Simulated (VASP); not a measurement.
Fe:

```xyz
2
Lattice="2.8312 0.0000 0.0000 0.0000 2.8312 0.0000 0.0000 0.0000 2.8312" Properties=species:S:1:pos:R:3 pbc="T T T"
Fe    0.0000    0.0000    0.0000
Fe    1.4156    1.4156    1.4156
```

Base run:

* Program: VASP 6.6.1
* Functional: PBE
* Potentials or basis: VASP PAW PBE potentials, release 64 (Fe)
* Cutoff: 520 eV
* k mesh: 12 × 12 × 12
* Occupations: gaussian, width 0.05 eV
* Spin: collinear spin, antiferromagnetic start
* Starting moments: [2.5, -2.5] μB

Its results: pressure -6.4 GPa; net moment 0.00 μB per cell; site moments Fe +1.49, -1.49 μB.

Q: The run is repeated on the same cell with these changes: spin from collinear spin, antiferromagnetic start to collinear spin, ferromagnetic start; moments at the start from [2.5, -2.5] to [2.5, 2.5]. What comes out?

A: Pressure -0.6 GPa; net moment 4.32 μB per cell; site moments Fe +2.16 μB.

Caveats: the cell stands under tension (at least some runs).
